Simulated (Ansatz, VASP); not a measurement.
# BeS2: VASP beside Ansatz

File INCAR:

```
SYSTEM = BeS2
ALGO = Normal
EDIFF = 1E-7
ENCUT = 520
GGA = PE
ISIF = 2
ISMEAR = 0
LASPH = .True.
LCHARG = .False.
LREAL = .False.
LWAVE = .False.
NBANDS = 14
NELM = 80
PREC = Accurate
SIGMA = 0.1
```

Contents of KPOINTS:

```
k-points
0
Gamma
  6 6 6
  0 0 0
```

Contents of POSCAR:

```
BeS2
1.0
   -2.2482222800      2.2482222800      2.7147292000
    2.2482222800     -2.2482222800      2.7147292000
    2.2482222800      2.2482222800     -2.7147292000
Be S
1 2
Direct
    0.0000000000      0.0000000000      0.0000000000
    0.5000000000      0.0000000000      0.5000000000
    0.0000000000      0.5000000000      0.5000000000
```

Input for Ansatz:

```yaml
crystal:
  lattice:
    - [-2.24822228, 2.24822228, 2.7147292]
    - [2.24822228, -2.24822228, 2.7147292]
    - [2.24822228, 2.24822228, -2.7147292]
  atoms:
    - { symbol: Be, position: [0.0, 0.0, 0.0] }
    - { symbol: S, position: [0.5, 0.0, 0.5] }
    - { symbol: S, position: [0.0, 0.5, 0.5] }
basis:
  ecutwfc: 420
kpoints:
  mp_grid: { grid: [6, 6, 6] }
hamiltonian:
  xc: pbe
scf:
  occupations: { method: gaussian, width: 0.1 }
  lower_state_search: "off"
output:
  forces: true
  stress: true
  eigenvalues: true
```

Alike in both runs: task single point; functional PBE; k mesh 6 × 6 × 6; occupations gaussian, width 0.1 eV; no spin polarisation.

|  | VASP | Ansatz |
| --- | --- | --- |
| version | VASP 6.6.1 | Ansatz 0.2.0 |
| potentials or method | VASP PAW PBE potentials, release 64 (Be, S), cutoff 520 eV | scalar-relativistic, plane waves, PAW |
| valence electrons in the cell | 14 | 14 |

Ansatz gave:

* gap on the k mesh at the Fermi level (eV): none
* pressure (GPa): -6.3
* traceless stress, the component that is largest in VASP (GPa): -0.40

**Question.** Which values does VASP return?

**Answer.** gap on the k mesh at the Fermi level (eV): none; pressure (GPa): -6.3; traceless stress, the component that is largest in VASP (GPa): -0.49.

A gap of «none» marks a metal or a gap that the smearing closes.
